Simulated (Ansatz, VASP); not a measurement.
# BeTe in VASP and in Ansatz

The input POSCAR:

```
BeTe
1.0
    3.3650594837      0.0000000000      0.0000000000
    0.0000000000      3.3650594837      0.0000000000
    0.0000000000      0.0000000000      3.3650594837
Be Te
1 1
Direct
    0.0000000000      0.0000000000      0.0000000000
    0.5000000000      0.5000000000      0.5000000000
```

File INCAR.step1:

```
SYSTEM = BeTe
ALGO     = Normal         ! electronic algorithm
EDIFF    = 1E-5           ! SCF threshold, eV
ENCUT    = 520            ! plane-wave cutoff, eV
GGA      = PE             ! functional
ISIF     = 2              ! what is computed and relaxed
ISMEAR   = -1             ! smearing method
LASPH    = .TRUE.         ! aspherical terms in the spheres
LREAL    = .FALSE.        ! projectors in reciprocal space
LWAVE    = .TRUE.         ! write WAVECAR
NBANDS   = 11             ! bands
NELM     = 60             ! most SCF steps
PREC     = Accurate       ! precision mode
SIGMA    = 0.02           ! smearing width, eV
```

File INCAR.step2:

```
SYSTEM = BeTe
AEXX     = 0.1            ! exact-exchange fraction
ALGO     = Normal         ! electronic algorithm
EDIFF    = 1E-6           ! SCF threshold, eV
ENCUT    = 520            ! plane-wave cutoff, eV
GGA      = PE             ! functional
HFSCREEN = 0.3            ! screening, 1/A
ISIF     = 2              ! what is computed and relaxed
ISMEAR   = -1             ! smearing method
ISTART   = 1            
LASPH    = .TRUE.         ! aspherical terms in the spheres
LCHARG   = .TRUE.         ! write CHGCAR
LELF     = .TRUE.         ! ELF
LHFCALC  = .TRUE.         ! exact exchange
LREAL    = .FALSE.        ! projectors in reciprocal space
LVHAR    = .TRUE.       
LWAVE    = .FALSE.        ! write WAVECAR
NBANDS   = 11             ! bands
NELM     = 60             ! most SCF steps
PREC     = Accurate       ! precision mode
PRECFOCK = Normal       
SIGMA    = 0.02           ! smearing width, eV
```

File KPOINTS:

```
k-points
0
G
  4 4 4
  0 0 0
```

Input for Ansatz:

```yaml
crystal:
  lattice:
    - [3.3650594837, 0.0, 0.0]
    - [0.0, 3.3650594837, 0.0]
    - [0.0, 0.0, 3.3650594837]
  atoms:
    - { symbol: Be, position: [0.0, 0.0, 0.0] }
    - { symbol: Te, position: [0.5, 0.5, 0.5] }
kpoints:
  mp_grid: { grid: [4, 4, 4] }
hamiltonian:
  xc: { exchange: pbe, correlation: pbe, exx: { coeff: 0.1, omega: 0.3 } }
scf:
  occupations: { method: fermi_dirac, width: 0.02 }
  n_extra_bands: 4
output:
  forces: true
  stress: true
  eigenvalues: true
```

Alike in both runs: task single point; functional PBE-based screened hybrid with a share of 0.1 of exact exchange and HFSCREEN = 0.3; k mesh 4 × 4 × 4; occupations fermi-dirac, width 0.02 eV; no spin polarisation.

|  | VASP | Ansatz |
| --- | --- | --- |
| version | VASP 6.6.1 | Ansatz 0.2.0 |
| potentials or method | VASP PAW PBE potentials, release 64 (Be, Te) | plane waves |
| plane-wave cutoff (eV) | 520 | 420 |
| valence electrons in the cell | 8 | 18 |

```tsv
	VASP	Ansatz	Ansatz less VASP
pressure (GPa)	-1.9	-1.7	+0.14
```

VASP's potentials were made for PBE, not for PBE-based screened hybrid. VASP's potentials hold 8 valence electrons a cell and Ansatz's 18, so a difference there can come from the potentials and not from the codes. Ansatz's warnings: filled band counts differ across k points, stress exchange threshold loose, stress scf threshold loose.

The k mesh is coarse, so the values compare programs but aren't converged. Spin-orbit coupling is off throughout.
